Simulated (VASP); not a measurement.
TaN, 6 atoms in the cell. Symmetry: P6/mmm, No. 191, hexagonal system. Conventional cell: a = 5.225 Å, b = 5.225 Å, c = 2.927 Å, α = 90.00°, β = 90.00°, γ = 120.00°. Within 3.4 Å of Ta (site symmetry 6/mmm) lie 6 N at 2.61 Å and 14 Ta at 2.93 to 3.35 Å. Ta (site symmetry -6m2) has 6 N at 2.10 Å within 2.8 Å. Within 2.8 Å of N (site symmetry mmm) lie 6 Ta at 2.10 to 2.61 Å and 4 N at 2.61 Å. 

```yaml
Program: VASP 6.6.1
Task: single point
Functional: r2SCAN
Dispersion: D4
Potentials_or_basis: VASP PAW PBE potentials, release 64 (Ta_pv, N)
Cutoff: 520 eV
k_mesh: 5 × 5 × 8
Occupations: fermi-dirac, width 0.05 eV
Spin: no spin polarisation
Dipole_correction: no
Further_INCAR_settings: ALGO = Normal; EDIFF = 1e-07; NBANDS = 33
```

Potentials or basis: VASP PAW PBE potentials, release 64 (Ta_pv, N).

Launch:

```bash
$ cat potpaw_PBE.64/Ta_pv/POTCAR potpaw_PBE.64/N/POTCAR > POTCAR
$ cp INCAR.step1 INCAR
$ mpirun -np 1 vasp_std > vasp.out
$ cp INCAR.step2 INCAR
$ mpirun -np 1 vasp_std > vasp.out
```

Hardware: 1 thread of Intel Xeon 8259CL (shared host).

**Question.** How long does it take, and how much memory?

**Answer.** Wall time 5.3 min on 1 thread of Intel Xeon 8259CL (shared host), peak memory 0.22 GiB. Counts: k points 25.
